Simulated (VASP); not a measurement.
# TiAl (Pmmm) in VASP: notebook

TiAl is run at these levels: LDA; tasks: single point.

All numbers are computed with VASP 6.6.1; they aren't measurements. Logs are shortened: lines on timing, memory, paths and dates and some standing lists are left out, and cuts for length are marked.

**1. The cell of the first run**

The structure is orthorhombic, space group Pmmm (No. 47). Conventional cell: a = 2.952 Å, b = 3.124 Å, c = 3.382 Å, α = 90.00°, β = 90.00°, γ = 90.00°. Within 3.6 Å of Ti (site symmetry mmm) lie 8 Al at 2.73 Å and 6 Ti at 2.95 to 3.38 Å. Within 3.6 Å of Al (site symmetry mmm) lie 8 Ti at 2.73 Å and 6 Al at 2.95 to 3.38 Å.

**2. Single point, LDA (normal strain along x -0.0550, normal strain along y +0.0825)**

File INCAR:

```
SYSTEM = TiAl
ALGO     = Fast           ! electronic algorithm
EDIFF    = 1E-6           ! SCF threshold, eV
ENCUT    = 520            ! plane-wave cutoff, eV
GGA      = CA             ! functional
ISIF     = 2              ! what is computed and relaxed
ISMEAR   = 0              ! smearing method
LASPH    = .TRUE.         ! aspherical terms in the spheres
LCHARG   = .TRUE.         ! write CHGCAR
LELF     = .TRUE.         ! ELF
LREAL    = .FALSE.        ! projectors in reciprocal space
LVHAR    = .TRUE.       
LWAVE    = .FALSE.        ! write WAVECAR
NBANDS   = 14             ! bands
NELM     = 100            ! most SCF steps
PREC     = Accurate       ! precision mode
SIGMA    = 0.15           ! smearing width, eV
```

File KPOINTS:

```
k-points
0
G
  14 14 14
  0 0 0
```

File POSCAR:

```
TiAl
1.0
    2.9522614856      0.0000000000      0.0000000000
    0.0000000000      3.3818233420      0.0000000000
    0.0000000000      0.0000000000      3.1240862282
Ti Al
1 1
Direct
    0.0000000000      0.0000000000      0.0000000000
    0.5000000000      0.5000000000      0.5000000000
```

Potentials or basis: VASP PAW LDA potentials, release 64 (Ti_sv, Al).

The run is started by

```
cat potpaw_LDA.64/Ti_sv/POTCAR potpaw_LDA.64/Al/POTCAR > POTCAR
mpirun -np 1 vasp_std > vasp.out
```

OUTCAR:

```text
SYSTEM = TiAl
   EDIFF = 1E-6
   ENCUT = 520
   GGA = CA
   ISIF = 2
   ISMEAR = 0
   LASPH = .TRUE.
   LREAL = .FALSE.
   NELM = 100
   PREC = Accurate

 ion  position               nearest neighbor table
   1  0.000  0.000  0.000-   2 2.73   2 2.73   2 2.73   2 2.73   2 2.73   2 2.73   2 2.73   2 2.73

   2  0.500  0.500  0.500-   1 2.73   1 2.73   1 2.73   1 2.73   1 2.73   1 2.73   1 2.73   1 2.73

  LATTYP: Found a simple orthorhombic cell.
 ALAT       =     2.9522614856
 B/A-ratio  =     1.0582010582
 C/A-ratio  =     1.1455026455

  Lattice vectors:

 A1 = (  -2.9522614856,   0.0000000000,   0.0000000000)
 A2 = (   0.0000000000,   0.0000000000,   3.1240862282)
 A3 = (   0.0000000000,   3.3818233420,   0.0000000000)

Analysis of symmetry for initial positions (statically):
=====================================================================
 Subroutine PRICEL returns:
 Original cell was already a primitive cell.

 Routine SETGRP: Setting up the symmetry group for a
 simple orthorhombic supercell.

 Subroutine GETGRP returns: Found  8 space group operations
 (whereof  8 operations were pure point group operations)
 out of a pool of  8 trial point group operations.

The static configuration has the point symmetry D_2h.

Analysis of symmetry for dynamics (positions and initial velocities):
=====================================================================
 Subroutine PRICEL returns:
 Original cell was already a primitive cell.

 Routine SETGRP: Setting up the symmetry group for a
 simple orthorhombic supercell.

 Subroutine GETGRP returns: Found  8 space group operations
 (whereof  8 operations were pure point group operations)
 out of a pool of  8 trial point group operations.

The dynamic configuration has the point symmetry D_2h.

 Subroutine INISYM returns: Found  8 space group operations
 (whereof  8 operations are pure point group operations),
 and found     1 'primitive' translations

----------------------------------------------------------------------------------------

                                     Primitive cell

  volume of cell :      31.1910

  direct lattice vectors                    reciprocal lattice vectors
     2.952261486  0.000000000  0.000000000     0.338723384  0.000000000  0.000000000
     0.000000000  3.381823342  0.000000000     0.000000000  0.295698474  0.000000000
     0.000000000  0.000000000  3.124086228     0.000000000  0.000000000  0.320093598

  length of vectors
     2.952261486  3.381823342  3.124086228     0.338723384  0.295698474  0.320093598

  position of ions in fractional coordinates (direct lattice)
     0.000000000  0.000000000  0.000000000
     0.500000000  0.500000000  0.500000000

  ion indices of the primitive-cell ions
   primitive index   ion index
                 1           1
                 2           2

----------------------------------------------------------------------------------------

 KPOINTS: k-points

Automatic generation of k-mesh.
 Grid dimensions read from file:
 generate k-points for:   14   14   14

 Generating k-lattice:

  Cartesian coordinates                     Fractional coordinates (reciprocal lattice)
     0.024194527  0.000000000  0.000000000     0.071428571  0.000000000  0.000000000
     0.000000000  0.021121320  0.000000000     0.000000000  0.071428571  0.000000000
     0.000000000  0.000000000  0.022863828     0.000000000  0.000000000  0.071428571

  Length of vectors
     0.024194527  0.021121320  0.022863828

  Shift w.r.t. Gamma in fractional coordinates (k-lattice)
     0.000000000  0.000000000  0.000000000

 Subroutine IBZKPT returns following result:
 ===========================================

 Found    512 irreducible k-points:

 Following reciprocal coordinates:
            Coordinates               Weight
  0.000000  0.000000  0.000000      1.000000
  0.071429  0.000000  0.000000      2.000000
  0.142857  0.000000  0.000000      2.000000
  0.214286  0.000000  0.000000      2.000000
  0.285714  0.000000  0.000000      2.000000
  0.357143  0.000000  0.000000      2.000000
[... 16 lines left out ...]
  0.428571  0.142857  0.000000      4.000000
  0.500000  0.142857  0.000000      2.000000
 [... further k-points ...]
   k-points           NKPTS =    512   k-points in BZ     NKDIM =    512   number of bands    NBANDS=     14
   number of dos      NEDOS =    301   number of ions     NIONS =      2
   total plane-waves  NPLWV =  16128
   dimension x,y,z NGX =    24 NGY =   28 NGZ =   24
   dimension x,y,z NGXF=    48 NGYF=   56 NGZF=   48
   ions per type =               1   1
   NGX,Y,Z   is equivalent  to a cutoff of  13.51, 13.76, 12.77 a.u.
   NGXF,Y,Z  is equivalent  to a cutoff of  27.03, 27.53, 25.54 a.u.
 SYSTEM =  TiAl
   PREC   = accura    normal or accurate (medium, high low for compatibility)
   ISTART =      0    job   : 0-new  1-cont  2-samecut
   ICHARG =      2    charge: 1-file 2-atom 10-const
   ISPIN  =      1    spin polarized calculation?
   LNONCOLLINEAR =      F non collinear calculations
   LSORBIT =      F    spin-orbit coupling
   LASPH  =      T    aspherical Exc in radial PAW
   ENCUT  =  520.0 eV  38.22 Ry    6.18 a.u.   5.49  6.29  5.81*2*pi/ulx,y,z
   NELM   =    100;   NELMIN=  2; NELMDL= -5     # of ELM steps
   EDIFF  = 0.1E-05   stopping-criterion for ELM
   LREAL  =      F    real-space projection
[... 7 lines left out ...]
   TEBEG  =    0.0;   TEEND  =   0.0 temperature during run
   PSTRESS=    0.0 pullay stress
   NELECT =      15.0000    total number of electrons
   NUPDOWN=      -1.0000    fix difference up-down
   EMIN   =  10.00;   EMAX   =-10.00  energy-range for DOS
   EFERMI =   0.00;   METHOD = LEGACY
   ISMEAR =     0;   SIGMA  =   0.15  broadening in eV -4-tet -1-fermi 0-gaus
   EFERMI_NEDOS =   21; number of points for ismear=-14 and -15
   IALGO  =     68    algorithm
   IMIX   =      4    mixing-type and parameters
     AMIX     =   0.40;   BMIX     =  1.00
     AMIX_MAG =   1.60;   BMIX_MAG =  1.00
  volume/ion in A,a.u.               =      15.60       105.24
  Fermi-wavevector in a.u.,A,eV,Ry     =   1.282613  2.423787 22.382894  1.645096
  Thomas-Fermi vector in A             =   2.414914
   LORBIT       =      0    0 simple, 1 ext, 2 COOP (PROOUT), +10 PAW based schemes
   GGA     = CA    functional components
   LHFCALC =     F    Hartree Fock is set to
   AEXX    =    0.0000 exact exchange contribution
   IVDW    =     0    specifies the selected vdW correction
   LEPSILON=     F    determine dielectric tensor
   LRPA    =     F    only Hartree local field effects (RPA)
 non-spin polarized calculation
 RMM-DIIS sequential band-by-band and
 Gauss-broadening in eV      SIGMA  =   0.15
  energy-cutoff  :      520.00
  volume of cell :       31.19
 maximum number of plane-waves:       857
 NGX is ok and might be reduce to    24
   NGX = 11   NGY = 13   NGZ = 11

 number of electron      15.0000001 magnetization

 Free energy of the ion-electron system (eV)
  ---------------------------------------------------
  ext. energy  EPLUGINS =         0.00000000
  ---------------------------------------------------
  free energy    TOTEN  =       -13.36276149 eV

  energy without entropy =      -13.33444818  energy(sigma->0) =      -13.34860484

 E-fermi :   8.7477     XC(G=0): -11.4410

 val. band max:        8.7459713475   @ k =   0.1429   0.0714   0.2857
 cond. band min:       8.7497678172   @ k =   0.5000   0.0714   0.2857
 fundamental gap:      0.0037964697
 Fermi energy:         8.7477017458

 k-point     1 :       0.0000    0.0000    0.0000
  band No.  band energies     occupation
      1     -47.2912      2.00000
      2     -23.9595      2.00000
      3     -23.8703      2.00000
      4     -23.7514      2.00000
      5      -0.4997      2.00000
      6       7.1672      2.00000
      7       7.4790      2.00000
      8      10.3646      0.00000
      9      10.7318      0.00000
     10      11.0457      0.00000
     11      11.5771      0.00000
     12      13.5929      0.00000
     13      15.3012      0.00000
     14      17.5651      0.00000

 k-point     2 :       0.0714    0.0000    0.0000
  band No.  band energies     occupation
      1     -47.2893      2.00000
      2     -23.9577      2.00000
      3     -23.8687      2.00000
      4     -23.7687      2.00000
      5      -0.4053      2.00000
      6       7.2150      2.00000
      7       7.4932      2.00000
      8      10.3507      0.00000
      9      10.3811      0.00000
     10      10.8722      0.00000
     11      12.0036      0.00000
     12      13.8123      0.00000
     13      14.6476      0.00000
     14      17.5871      0.00000

 k-point     3 :       0.1429    0.0000    0.0000
  band No.  band energies     occupation
      1     -47.2840      2.00000
      2     -23.9527      2.00000
      3     -23.8641      2.00000
      4     -23.8172      2.00000
      5      -0.1252      2.00000
      6       7.3332      2.00000
      7       7.5015      2.00000
      8       9.7770      0.00000
      9      10.4278      0.00000
     10      10.4793      0.00000
     11      12.7202      0.00000
     12      13.5318      0.00000
     13      14.3496      0.00000
     14      17.3138      0.00000
[... 324 lines left out ...]
 k-point    23 :       0.4286    0.1429    0.0000
  band No.  band energies     occupation
      1     -47.2538      2.00000
      2     -24.0750      2.00000
      3     -23.9427      2.00000
      4     -23.8374      2.00000
      5       2.8043      2.00000
      6       4.8862      2.00000
      7       7.9276      2.00000
      8       8.4955      1.98260
      9       9.2012      0.00002
     10      10.4779      0.00000
     11      12.4573      0.00000
     12      14.6671      0.00000
     13      16.0282      0.00000
     14      17.9673      0.00000

 k-point    24 :       0.5000    0.1429    0.0000
  band No.  band energies     occupation
      1     -47.2519      2.00000
      2     -24.0915      2.00000
      3     -23.9408      2.00000
      4     -23.8358      2.00000
      5       3.5426      2.00000
      6       4.0876      2.00000
      7       7.9880      2.00000
      8       8.4584      1.99362
      9       9.1365      0.00025
     10      10.5002      0.00000
     11      12.5277      0.00000
     12      15.0624      0.00000
     13      15.7073      0.00000
     14      18.1364      0.00000

 [... further k-points ...]
[... 5 lines left out ...]
  --------------------------------------------------------------------------------------
  -------------------------------------------------------------------------------------
  Total       -0.7502668      0.5238643     -1.1099220      0.0000000      0.0000000      0.0000000
  in kB      -38.5387444     26.9091920    -57.0130515      0.0000000      0.0000000      0.0000000
  external PRESSURE =     -22.8808680 kB  Pullay stress =       0.0000000 kB

 VOLUME and BASIS-vectors are now :
 -----------------------------------------------------------------------------
  energy-cutoff  :      520.00
  volume of cell :       31.19
      direct lattice vectors                 reciprocal lattice vectors
     2.952261486  0.000000000  0.000000000     0.338723384  0.000000000  0.000000000
     0.000000000  3.381823342  0.000000000     0.000000000  0.295698474  0.000000000
     0.000000000  0.000000000  3.124086228     0.000000000  0.000000000  0.320093598

 POSITION                                       TOTAL-FORCE (eV/Angst)
 -----------------------------------------------------------------------------------
      0.00000      0.00000      0.00000         0.000000      0.000000      0.000000
      1.47613      1.69091      1.56204         0.000000      0.000000      0.000000
 -----------------------------------------------------------------------------------
    total drift:                                0.000000      0.000000      0.000000

  FREE ENERGIE OF THE ION-ELECTRON SYSTEM (eV)
  ---------------------------------------------------
  free  energy   TOTEN  =       -13.3627614933 eV

  energy  without entropy=      -13.3344481817  energy(sigma->0) =      -13.34860484
```

Run time: 3.4 min. Hardware: 1 thread of Intel Xeon Platinum 8375C at 2.90GHz (Ice Lake), shared host; peak memory 0.32 GiB.

Results:

```yaml
Free_energy: -13.3628 eV
Pressure: -2.3 GPa
Band_gap_on_the_k_mesh: zero (an odd number of electrons rules out a gap without spin polarisation)
```

Caveat: the cell differs from its parent crystal (normal strain along x -0.0550, normal strain along y +0.0825); the stress differs along the axes, from -6 to 3 GPa.

(Part 1 of 2 ends here.)
